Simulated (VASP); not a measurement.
Write the native input for VASP 6.6.1 that does the following.

```yaml
Task: single point
Functional: r2SCAN
Potentials_or_basis: VASP PAW PBE potentials, release 64 (Ga_d, N_h)
Cutoff: 910 eV
k_mesh: 10 × 10 × 10
Occupations: gaussian, width 0.01 eV
Spin: no spin polarisation
Dipole_correction: no
Further_INCAR_settings: ALGO = Normal; EDIFF = 1e-06; NBANDS = 16
```

The system is GaN.

```
Ga N
1.0
    -0.01844    2.24895    2.24895
     2.24895   -0.01844    2.24895
     2.23051    2.23051    0.00000
Ga N
1 1
Direct
  0.99881 0.99881 0.00119
  0.25119 0.25119 0.24881
```

This cell differs from its parent crystal: shear xy strain -1.6%.

These files were run (other wordings do the same):

POSCAR

```
GaN
1.0
   -0.0184414108      2.2489525415      2.2489525415
    2.2489525415     -0.0184414108      2.2489525415
    2.2305111307      2.2305111307      0.0000000000
Ga N
1 1
Direct
   -0.0011877914     -0.0011877914      0.0011877914
    0.2511877914      0.2511877914      0.2488122086
```

INCAR.step1

```
PREC = Accurate
ENCUT = 910
ISMEAR = 0
SIGMA = 0.01
LREAL = False
LASPH = True
NELM = 120
NBANDS = 16
GGA = PE
ALGO = Normal
EDIFF = 1E-5
LWAVE = True
LCHARG = False
GGA_COMPAT = False
```

INCAR.step2

```
PREC = Accurate
ENCUT = 910
EDIFF = 1E-6
ISMEAR = 0
SIGMA = 0.01
LREAL = False
LASPH = True
NELM = 120
ALGO = Normal
ISIF = 2
LWAVE = False
LCHARG = False
METAGGA = R2SCAN
LMIXTAU = True
NBANDS = 16
ISTART = 1
GGA_COMPAT = False
```

KPOINTS

```
Automatic mesh
0
Gamma
  10 10 10
```

Potentials or basis: VASP PAW PBE potentials, release 64 (Ga_d, N_h).

Command:

```console
$ cat potpaw_PBE.64/Ga_d/POTCAR potpaw_PBE.64/N_h/POTCAR > POTCAR
$ cp INCAR.step1 INCAR
$ mpirun -np 1 vasp_std > vasp.out
$ cp INCAR.step2 INCAR
$ mpirun -np 1 vasp_std > vasp.out
```

It gave:

```json
{
 "Pressure": "1.1 GPa",
 "Largest force": "0.006 eV/Å",
 "Band gap on the k mesh": "2.10 eV"
}
```

Caveat: the cell differs from its parent crystal (shear xy strain -1.6%); the cutoff is under 1.25 times the usual one of these potentials, so pressure, stress and relaxed cells hold a basis-set (Pulay) error; the PAW data sets were made with another functional, which shifts forces and pressure a little.

Run time: 4.6 min on 1 thread of AMD EPYC 9R45 96-Core Processor (Zen 5), with other jobs on the host, peak memory 0.26 GiB.
